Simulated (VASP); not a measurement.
# W in VASP: notebook

The runs below take W through single point, with PBE+D3(BJ).

Program: VASP 6.6.1. These are calculated values, not measurements. Logs are shortened: lines on timing, memory, paths and dates and some standing lists are left out, and cuts for length are marked.

### 1 The cell of the first run

The cell holds a slab with vacuum, 16 atoms: a = 6.319 Å, b = 6.319 Å, c = 20.739 Å, α = 90.00°, β = 90.00°, γ = 90.00°.

### 2 Single point, PBE+D3(BJ)

INCAR reads:

```
ALGO = Normal ; DIPOL = 0.5 0.5 0.500
EDIFF = 1E-7 ; ENCUT = 520
GGA = PE ; IDIPOL = 3
ISIF = 2 ; ISMEAR = 0
IVDW = 12 ; LASPH = T
LCHARG = F ; LDIPOL = T
LREAL = Auto ; LWAVE = F
NBANDS = 126 ; NELM = 60
PREC = Accurate ; SIGMA = 0.1
```

KPOINTS reads:

```
k-points
0
Gamma
  3 3 1
```

POSCAR reads:

```
W
1.0
    6.3187499463      0.0000000000      0.0000000000
    0.0000000000      6.3187499463      0.0000000000
    0.0000000000      0.0000000000     20.7390624597
W
16
Direct
    0.2500000000      0.7500000000      0.3857454991
    0.2500000000      0.2500000000      0.3857454991
    0.7500000000      0.7500000000      0.3857454991
    0.7500000000      0.2500000000      0.3857454991
    0.5000000000      0.5000000000      0.4619151664
    0.5000000000      0.0000000000      0.4619151664
    0.0000000000      0.5000000000      0.4619151664
    0.0000000000      0.0000000000      0.4619151664
    0.7500000000      0.2500000000      0.5417508302
    0.7500000000      0.7500000000      0.5417508302
    0.2500000000      0.2500000000      0.5417508302
    0.2500000000      0.7500000000      0.5417508302
    0.0000000000      0.0000000000      0.6101319769
    0.0000000000      0.5000000000      0.6101319769
    0.5000000000      0.0000000000      0.6101319769
    0.5000000000      0.5000000000      0.6101319769
```

Potentials or basis: VASP PAW PBE potentials, release 64 (W_sv).

Run with:

```
$ cat potpaw_PBE.64/W_sv/POTCAR > POTCAR
$ mpirun -np 1 vasp_std > vasp.out
```

OUTCAR:

```text
EDIFF = 1E-7
   ENCUT = 520
   GGA = PE
   ISIF = 2
   ISMEAR = 0
   IVDW = 12
   LASPH = T
   LREAL = Auto
   NELM = 60
   PREC = Accurate
 IVDW          = 12

 ion  position               nearest neighbor table
   1  0.250  0.750  0.386-   5 2.74   6 2.74   7 2.74   8 2.74   2 3.16   3 3.16   2 3.16   3 3.16
                            12 3.24
   2  0.250  0.250  0.386-   5 2.74   6 2.74   7 2.74   8 2.74   1 3.16   4 3.16   1 3.16   4 3.16
                            11 3.24
   3  0.750  0.750  0.386-   5 2.74   6 2.74   7 2.74   8 2.74   1 3.16   4 3.16   4 3.16   1 3.16
                            10 3.24
   4  0.750  0.250  0.386-   5 2.74   6 2.74   7 2.74   8 2.74   2 3.16   3 3.16   3 3.16   2 3.16
                             9 3.24
   5  0.500  0.500  0.462-   1 2.74   2 2.74   3 2.74   4 2.74   9 2.78  10 2.78  11 2.78  12 2.78
                            16 3.07   7 3.16   6 3.16   6 3.16   7 3.16
   6  0.500  0.000  0.462-   1 2.74   2 2.74   3 2.74   4 2.74   9 2.78  10 2.78  11 2.78  12 2.78
                            15 3.07   8 3.16   5 3.16   5 3.16   8 3.16
   7  0.000  0.500  0.462-   1 2.74   2 2.74   3 2.74   4 2.74   9 2.78  10 2.78  11 2.78  12 2.78
                            14 3.07   8 3.16   5 3.16   8 3.16   5 3.16
   8  0.000  0.000  0.462-   1 2.74   2 2.74   3 2.74   4 2.74   9 2.78  10 2.78  11 2.78  12 2.78
                            13 3.07   7 3.16   6 3.16   7 3.16   6 3.16
   9  0.750  0.250  0.542-  13 2.65  14 2.65  15 2.65  16 2.65   5 2.78   6 2.78   7 2.78   8 2.78
                            10 3.16  11 3.16  10 3.16  11 3.16   4 3.24
  10  0.750  0.750  0.542-  13 2.65  14 2.65  15 2.65  16 2.65   5 2.78   6 2.78   7 2.78   8 2.78
                             9 3.16  12 3.16   9 3.16  12 3.16   3 3.24
  11  0.250  0.250  0.542-  13 2.65  14 2.65  15 2.65  16 2.65   5 2.78   6 2.78   7 2.78   8 2.78
                             9 3.16  12 3.16  12 3.16   9 3.16   2 3.24
  12  0.250  0.750  0.542-  13 2.65  14 2.65  15 2.65  16 2.65   5 2.78   6 2.78   7 2.78   8 2.78
                            10 3.16  11 3.16  11 3.16  10 3.16   1 3.24
  13  0.000  0.000  0.610-   9 2.65  10 2.65  11 2.65  12 2.65   8 3.07  14 3.16  15 3.16  14 3.16
                            15 3.16
  14  0.000  0.500  0.610-   9 2.65  10 2.65  11 2.65  12 2.65   7 3.07  13 3.16  16 3.16  13 3.16
                            16 3.16
  15  0.500  0.000  0.610-   9 2.65  10 2.65  11 2.65  12 2.65   6 3.07  13 3.16  16 3.16  16 3.16
                            13 3.16
  16  0.500  0.500  0.610-   9 2.65  10 2.65  11 2.65  12 2.65   5 3.07  14 3.16  15 3.16  15 3.16
                            14 3.16

  LATTYP: Found a simple tetragonal cell.
 ALAT       =     6.3187499463
 C/A-ratio  =     3.2821464112

  Lattice vectors:

 A1 = (   6.3187499463,   0.0000000000,   0.0000000000)
 A2 = (   0.0000000000,   6.3187499463,   0.0000000000)
 A3 = (   0.0000000000,   0.0000000000,  20.7390624597)

Analysis of symmetry for initial positions (statically):
=====================================================================
 Subroutine PRICEL returns following result:

  LATTYP: Found a simple tetragonal cell.
 ALAT       =     3.1593749731
 C/A-ratio  =     6.5642928225

  Lattice vectors:

 A1 = (   3.1593749731,   0.0000000000,   0.0000000000)
 A2 = (   0.0000000000,   3.1593749731,   0.0000000000)
 A3 = (   0.0000000000,   0.0000000000,  20.7390624597)

   4 primitive cells build up your supercell.

 Routine SETGRP: Setting up the symmetry group for a
 simple tetragonal supercell.

 Subroutine GETGRP returns: Found  8 space group operations
 (whereof  8 operations were pure point group operations)
 out of a pool of 16 trial point group operations.

The static configuration has the point symmetry C_4v.

Analysis of symmetry for dynamics (positions and initial velocities):
=====================================================================
 Subroutine PRICEL returns following result:

  LATTYP: Found a simple tetragonal cell.
 ALAT       =     3.1593749731
 C/A-ratio  =     6.5642928225

  Lattice vectors:

 A1 = (   3.1593749731,   0.0000000000,   0.0000000000)
 A2 = (   0.0000000000,   3.1593749731,   0.0000000000)
 A3 = (   0.0000000000,   0.0000000000,  20.7390624597)

   4 primitive cells build up your supercell.

 Routine SETGRP: Setting up the symmetry group for a
 simple tetragonal supercell.

 Subroutine GETGRP returns: Found  8 space group operations
 (whereof  8 operations were pure point group operations)
 out of a pool of 16 trial point group operations.

The dynamic configuration has the point symmetry C_4v.

 Subroutine INISYM returns: Found  8 space group operations
 (whereof  8 operations are pure point group operations),
 and found     4 'primitive' translations

----------------------------------------------------------------------------------------

                                     Primitive cell

  volume of cell :     207.0101

  direct lattice vectors                    reciprocal lattice vectors
     3.159374973  0.000000000  0.000000000     0.316518301  0.000000000  0.000000000
     0.000000000  3.159374973  0.000000000     0.000000000  0.316518301  0.000000000
     0.000000000  0.000000000 20.739062460     0.000000000  0.000000000  0.048218187

  length of vectors
     3.159374973  3.159374973 20.739062460     0.316518301  0.316518301  0.048218187

  position of ions in fractional coordinates (direct lattice)
     0.500000000  0.500000000  0.385745499
     0.000000000  0.000000000  0.461915166
     0.500000000  0.500000000  0.541750830
     0.000000000  0.000000000  0.610131977

  ion indices of the primitive-cell ions
   primitive index   ion index
                 1           1
                 2           5
                 3          12
                 4          13

----------------------------------------------------------------------------------------

 KPOINTS: k-points

Automatic generation of k-mesh.
 Grid dimensions read from file:
 generate k-points for:    3    3    1

 Generating k-lattice:

  Cartesian coordinates                     Fractional coordinates (reciprocal lattice)
     0.052753050  0.000000000  0.000000000     0.333333333  0.000000000  0.000000000
     0.000000000  0.052753050  0.000000000     0.000000000  0.333333333  0.000000000
     0.000000000  0.000000000  0.048218187     0.000000000  0.000000000  1.000000000

  Length of vectors
     0.052753050  0.052753050  0.048218187

  Shift w.r.t. Gamma in fractional coordinates (k-lattice)
     0.000000000  0.000000000  0.000000000

 Subroutine IBZKPT returns following result:
 ===========================================

 Found      3 irreducible k-points:

 Following reciprocal coordinates:
            Coordinates               Weight
  0.000000  0.000000  0.000000      1.000000
  0.333333  0.000000  0.000000      4.000000
  0.333333  0.333333  0.000000      4.000000
   k-points           NKPTS =      3   k-points in BZ     NKDIM =      3   number of bands    NBANDS=    126
   number of dos      NEDOS =    301   number of ions     NIONS =     16
   total plane-waves  NPLWV = 368640
   dimension x,y,z NGX =    48 NGY =   48 NGZ =  160
   dimension x,y,z NGXF=    96 NGYF=   96 NGZF=  320
   ions per type =              16
   NGX,Y,Z   is equivalent  to a cutoff of  12.63, 12.63, 12.83 a.u.
   NGXF,Y,Z  is equivalent  to a cutoff of  25.26, 25.26, 25.65 a.u.
 SYSTEM =  unknown system
   PREC   = accura    normal or accurate (medium, high low for compatibility)
   ISTART =      0    job   : 0-new  1-cont  2-samecut
   ICHARG =      2    charge: 1-file 2-atom 10-const
   ISPIN  =      1    spin polarized calculation?
   LNONCOLLINEAR =      F non collinear calculations
   LSORBIT =      F    spin-orbit coupling
   LASPH  =      T    aspherical Exc in radial PAW
   ENCUT  =  520.0 eV  38.22 Ry    6.18 a.u.  11.75 11.75 38.56*2*pi/ulx,y,z
   NELM   =     60;   NELMIN=  2; NELMDL= -5     # of ELM steps
   EDIFF  = 0.1E-06   stopping-criterion for ELM
   LREAL  =      T    real-space projection
   EDIFFG = 0.1E-05   stopping-criterion for IOM
   NSW    =      0    number of steps for IOM
   IBRION =     -1    ionic relax: 0-MD 1-quasi-New 2-CG
   NFREE  =      0    steps in history (QN), initial steepest desc. (CG)
   ISIF   =      2    stress and relaxation
   ISYM   =      2    0-nonsym 1-usesym 2-fastsym
   POTIM  = 0.5000    time-step for ionic-motion
   TEBEG  =    0.0;   TEEND  =   0.0 temperature during run
   PSTRESS=    0.0 pullay stress
   NELECT =     224.0000    total number of electrons
   NUPDOWN=      -1.0000    fix difference up-down
   EMIN   =  10.00;   EMAX   =-10.00  energy-range for DOS
   EFERMI =   0.00;   METHOD = LEGACY
   ISMEAR =     0;   SIGMA  =   0.10  broadening in eV -4-tet -1-fermi 0-gaus
   EFERMI_NEDOS =   21; number of points for ismear=-14 and -15
   IALGO  =     38    algorithm
   IMIX   =      4    mixing-type and parameters
     AMIX     =   0.40;   BMIX     =  1.00
     AMIX_MAG =   1.60;   BMIX_MAG =  1.00
  volume/ion in A,a.u.               =      51.75       349.24
  Fermi-wavevector in a.u.,A,eV,Ry     =   1.058783  2.000810 15.252427  1.121022
  Thomas-Fermi vector in A             =   2.194105
   LORBIT       =      0    0 simple, 1 ext, 2 COOP (PROOUT), +10 PAW based schemes
   GGA     = PE    functional components
   LHFCALC =     F    Hartree Fock is set to
   AEXX    =    0.0000 exact exchange contribution
   IVDW    =    12    specifies the selected vdW correction
   LEPSILON=     F    determine dielectric tensor
   LRPA    =     F    only Hartree local field effects (RPA)
 non-spin polarized calculation
 Gauss-broadening in eV      SIGMA  =   0.10
  energy-cutoff  :      520.00
  volume of cell :      828.04
 maximum number of plane-waves:     22329
 NGX is ok and might be reduce to    48
   NGX = 23   NGY = 23   NGZ = 77

 dipolmoment           0.000000      0.000000      0.000110 electrons x Angstroem

 number of electron     223.9999990 magnetization

 dipolmoment           0.000000      0.000000     -0.030914 electrons x Angstroem

 Free energy of the ion-electron system (eV)
  ---------------------------------------------------
  ext. energy  EPLUGINS =         0.00000000
  ---------------------------------------------------
  free energy    TOTEN  =      -186.61185254 eV

  energy without entropy =     -186.55067106  energy(sigma->0) =     -186.58126180

 E-fermi :   0.6904     XC(G=0):  -5.3382

 val. band max:        0.6123574971   @ k =   0.3333   0.3333   0.0000
 cond. band min:       0.7380106249   @ k =   0.3333   0.0000   0.0000
 fundamental gap:      0.1256531278
 Fermi energy:         0.6903974452

 k-point     1 :       0.0000    0.0000    0.0000
  band No.  band energies     occupation
      1     -73.1775      2.00000
      2     -73.1069      2.00000
      3     -73.1069      2.00000
      4     -73.0978      2.00000
      5     -73.0928      2.00000
      6     -73.0805      2.00000
[... 116 lines left out ...]
    123       2.3396      0.00000
    124       2.3396      0.00000

 k-point     2 :       0.3333    0.0000    0.0000
  band No.  band energies     occupation
      1     -73.1644      2.00000
      2     -73.1328      2.00000
      3     -73.1046      2.00000
      4     -73.1001      2.00000
      5     -73.0825      2.00000
      6     -73.0783      2.00000
[... 116 lines left out ...]
    123       2.1917      0.00000
    124       2.2483      0.00000

 k-point     3 :       0.3333    0.3333    0.0000
  band No.  band energies     occupation
      1     -73.1532      2.00000
      2     -73.1260      2.00000
      3     -73.1260      2.00000
      4     -73.1104      2.00000
      5     -73.0741      2.00000
      6     -73.0698      2.00000
[... 116 lines left out ...]
    123       2.1377      0.00000
    124       2.1804      0.00000
 [bands above 124 left out]

------------------------ aborting loop because EDIFF is reached ----------------------------------------

 vacuum level on the upper side and lower side of the slab       (xc-potential included)        -0.145        -0.024

 Edisp (eV)   -6.70836

 E8    (eV) :    -3.5973

  FORCE on cell =-STRESS in cart. coord.  units (eV):
  Direction    XX          YY          ZZ          XY          YZ          ZX
  --------------------------------------------------------------------------------------
  -------------------------------------------------------------------------------------
  Total     -26.10584   -26.10584   -11.01248     0.00000     0.00000     0.00000
  in kB     -50.51227   -50.51227   -21.30807     0.00000     0.00000     0.00000
  external pressure =      -40.78 kB  Pullay stress =        0.00 kB

 VOLUME and BASIS-vectors are now :
 -----------------------------------------------------------------------------
  energy-cutoff  :      520.00
  volume of cell :      828.04
      direct lattice vectors                 reciprocal lattice vectors
     6.318749946  0.000000000  0.000000000     0.158259151  0.000000000  0.000000000
     0.000000000  6.318749946  0.000000000     0.000000000  0.158259151  0.000000000
     0.000000000  0.000000000 20.739062460     0.000000000  0.000000000  0.048218187

 POSITION                                       TOTAL-FORCE (eV/Angst)
 -----------------------------------------------------------------------------------
      1.57969      4.73906      8.00000         0.000000      0.000000      1.802164
      1.57969      1.57969      8.00000         0.000000     -0.000000      1.802164
      4.73906      4.73906      8.00000         0.000000      0.000000      1.802164
      4.73906      1.57969      8.00000         0.000000     -0.000000      1.802164
      3.15937      3.15937      9.57969        -0.000000     -0.000000     -1.859702
      3.15937      0.00000      9.57969         0.000000     -0.000000     -1.859702
[... 8 lines left out ...]
      3.15937      0.00000     12.65357        -0.000000     -0.000000      0.049273
      3.15937      3.15937     12.65357        -0.000000     -0.000000      0.049273
 -----------------------------------------------------------------------------------
    total drift:                                0.000000     -0.000000      0.020250

  FREE ENERGIE OF THE ION-ELECTRON SYSTEM (eV)
  ---------------------------------------------------
  free  energy   TOTEN  =      -193.3202146602 eV

  energy  without entropy=     -193.2590331765  energy(sigma->0) =     -193.28962392

 vacuum level on the upper side and lower side of the slab         4.637         4.764
```

Wall time 28 min (1 thread of AMD EPYC 7R13, shared host); peak memory 0.77 GiB.

What came out:

- Free energy: -193.3202 eV
- Largest force: 1.860 eV/Å
- Band gap on the k mesh: zero (bands 112 and 113 overlap by 0.33 eV)
- Dispersion energy per atom: -0.419 eV

Forces on the atoms (eV/Å):
```
W    0.000  0.000  1.802
W    0.000  0.000  1.802
W    0.000  0.000  1.802
W    0.000  0.000  1.802
W    0.000  0.000 -1.860
W    0.000  0.000 -1.860
W    0.000  0.000 -1.860
W    0.000  0.000 -1.860
W    0.000  0.000  0.008
W    0.000  0.000  0.008
W    0.000  0.000  0.008
W    0.000  0.000  0.008
W    0.000  0.000  0.049
W    0.000  0.000  0.049
W    0.000  0.000  0.049
W    0.000  0.000  0.049
```

Levels at points of the mesh, in eV from the Fermi level:
| k point | band 108 | band 109 | band 110 | band 111 | band 112 | band 113 | band 114 | band 115 | band 116 | band 117 |
| --- | --- | --- | --- | --- | --- | --- | --- | --- | --- | --- |
| (0.00, 0.00, 0.00) | -0.31 | -0.31 | -0.15 | -0.15 | -0.12 | 0.33 | 0.33 | 0.90 | 0.90 | 0.90 |

Caveat: spin-orbit coupling is left out, which moves the levels of the heavy elements.

### 3 Single point, PBE+D3(BJ)

INCAR is that of step 2.

KPOINTS is that of step 2.

POSCAR reads:

```
W
1.0
    6.3187499359      0.0000000000      0.0000000000
    0.0000000000      6.3187499359      0.0000000000
    0.0000000000      0.0000000000     20.7390624520
W
16
Direct
    0.2500000000      0.7500000000      0.3857454993
    0.2500000000      0.2500000000      0.3857454993
    0.7500000000      0.7500000000      0.3857454993
    0.7500000000      0.2500000000      0.3857454993
    0.5000000000      0.5000000000      0.4619151664
    0.5000000000      0.0000000000      0.4619151664
    0.0000000000      0.5000000000      0.4619151664
    0.0000000000      0.0000000000      0.4619151664
    0.7500000000      0.2500000000      0.5417508208
    0.7500000000      0.7500000000      0.5417508208
    0.2500000000      0.2500000000      0.5417508208
    0.2500000000      0.7500000000      0.5417508208
    0.0000000000      0.0000000000      0.6101319701
    0.0000000000      0.5000000000      0.6101319701
    0.5000000000      0.0000000000      0.6101319701
    0.5000000000      0.5000000000      0.6101319701
```

Potentials or basis: VASP PAW PBE potentials, release 64 (W_sv).

Run with:

```
$ cat potpaw_PBE.64/W_sv/POTCAR > POTCAR
$ mpirun -np 1 vasp_std > vasp.out
```

It took 32 min on 1 thread of Intel Xeon 8259CL, shared host; peak memory 0.81 GiB.

Results (log left out):

| Quantity | Value |
| --- | --- |
| Free energy | -193.3202 eV |
| Largest force | 1.860 eV/Å |
| Band gap on the k mesh | zero (bands 112 and 113 overlap by 0.33 eV) |
| Dispersion energy per atom | -0.419 eV |

Forces on the atoms (eV/Å):
```
W    0.000  0.000  1.802
W    0.000  0.000  1.802
W    0.000  0.000  1.802
W    0.000  0.000  1.802
W    0.000  0.000 -1.860
W    0.000  0.000 -1.860
W    0.000  0.000 -1.860
W    0.000  0.000 -1.860
W    0.000  0.000  0.008
W    0.000  0.000  0.008
W    0.000  0.000  0.008
W    0.000  0.000  0.008
W    0.000  0.000  0.049
W    0.000  0.000  0.049
W    0.000  0.000  0.049
W    0.000  0.000  0.049
```

Levels at points of the mesh, in eV from the Fermi level:
| k point | band 109 | band 110 | band 111 | band 112 | band 113 | band 114 | band 115 | band 116 |
| --- | --- | --- | --- | --- | --- | --- | --- | --- |
| (0.00, 0.00, 0.00) | -0.31 | -0.15 | -0.15 | -0.12 | 0.33 | 0.33 | 0.90 | 0.90 |

Caveat: spin-orbit coupling is left out, which moves the levels of the heavy elements.

The gap in the log of VASP goes by the Fermi energy; the results here count the filled bands.